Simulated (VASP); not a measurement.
## TiGaSe3: relaxation of cell and atoms with PBE

The system is TiGaSe3.

```
Ti Ga Se
1.0
     3.68937    0.00000    0.00000
     0.00000    3.68937    0.00000
     0.00000    0.00000    7.90593
Ti Ga Se
1 1 3
Direct
  0.50000 0.50000 0.50000
  0.00000 0.00000 0.50000
  0.00000 0.00000 0.80866
  0.00000 0.00000 0.19134
  0.50000 0.50000 0.00000
```

| Item | Value |
| --- | --- |
| Program | VASP 6.6.1 |
| Task | relaxation of cell and atoms |
| Functional | PBE |
| Potentials or basis | VASP PAW PBE potentials, release 64 (Ti_sv, Ga_d, Se) |
| Cutoff | 600 eV |
| k mesh | 10 × 10 × 6 |
| Occupations | gaussian, width 0.1 eV |
| Spin | no spin polarisation |
| Dipole correction | no |
| Further INCAR settings | ALGO = Normal; EDIFF = 1e-07; IBRION = 2; EDIFFG = -0.01; NSW = 100; ISIF = 3 |

```
Relaxed volume                         : 21.66 Å³/atom
Relaxed cell                           : a = 3.674 Å, b = 3.674 Å, c = 8.023 Å, α = 90.00°, β = 90.00°, γ = 90.00°
Space group after relaxing (to 0.05 Å) : P4/mmm (No. 123)
Energy gained by relaxing              : 5.0 meV/atom
Ionic steps                            : 8
Pressure after relaxing                : 0.0 GPa
```

The path:
| step | energy change (eV) | largest force (eV/Å) | pressure (GPa) | volume (Å³) |
| --- | --- | --- | --- | --- |
| 1 | 0.0000 | 0.3213 | 0.20 | 107.61 |
| 2 | -0.0095 | 0.2538 | -0.02 | 108.03 |
| 3 | -0.0213 | 0.0610 | -0.49 | 109.08 |
| 4 | -0.0215 | 0.0283 | -0.55 | 109.26 |
| 5 | -0.0240 | 0.0564 | 0.42 | 107.72 |
| 6 | -0.0247 | 0.0297 | 0.11 | 108.20 |
| 7 | -0.0252 | 0.0036 | -0.02 | 108.34 |
| 8 | -0.0252 | 0.0018 | 0.00 | 108.31 |

Final structure:
```
Ti Ga Se
1.0
     3.67437    0.00000    0.00000
     0.00000    3.67437    0.00000
     0.00000    0.00000    8.02264
Ti Ga Se
1 1 3
Cartesian
  1.8372 1.8372 4.0113
  0.0000 0.0000 4.0113
  0.0000 0.0000 6.4158
  0.0000 0.0000 1.6069
  1.8372 1.8372 0.0000
```

Levels at points of the mesh, in eV from the Fermi level:
```tsv
k point	band 18	band 19	band 20	band 21	band 22	band 23	band 24	band 25
(0.00, 0.00, 0.00)	-1.18	-1.18	-1.13	-0.64	0.79	0.82	0.95	1.02
(0.50, 0.00, 0.00)	-1.80	-1.66	-0.76	-0.52	-0.19	0.59	0.73	0.79
(0.50, 0.50, 0.00)	-2.37	-2.21	-1.85	-1.85	-1.16	0.40	0.52	0.52
(0.00, 0.00, 0.50)	-1.28	-1.28	-0.64	-0.36	0.43	0.43	0.82	1.73
(0.50, 0.00, 0.50)	-1.62	-1.05	-0.97	-0.77	0.20	0.49	0.76	1.00
(0.50, 0.50, 0.50)	-3.80	-2.33	-0.92	-0.92	-0.04	-0.04	0.59	0.75
```

Wall time 35 min on 1 thread of Oxide Virtual Turin-like Processor, on a shared host, peak memory 0.43 GiB.
